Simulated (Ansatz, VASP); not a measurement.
## One calculation of Pb, two programs

```
CELL_PARAMETERS angstrom
-1.97966 1.97966 1.97966
1.97966 -1.97966 1.97966
1.97966 1.97966 -1.97966
ATOMIC_POSITIONS crystal
Pb 0.00000 0.00000 0.00000
```

Alike in both runs: task single point; functional LDA; k mesh 8 × 8 × 8; occupations methfessel-paxton of order 1, width 0.15 eV; no spin polarisation.

```csv
,VASP,Ansatz
version,VASP 6.6.1,Ansatz 0.2.0
potentials or method,"VASP PAW LDA potentials, release 64 (Pb_d)","plane waves, PAW"
plane-wave cutoff (eV),500,420
valence electrons in the cell,14,14
```

```tsv
	VASP	Ansatz	Ansatz less VASP
gap on the k mesh at the Fermi level (eV)	none	none	-
pressure (GPa)	-2.9	-3.0	-0.09
```

LDA's correlation is that of Perdew and Zunger in VASP and of Perdew and Wang (1992) in Ansatz. A gap of «none» marks a metal or a gap that the smearing closes. Ansatz's warnings: stress scf threshold loose.

Spin-orbit coupling is off throughout.
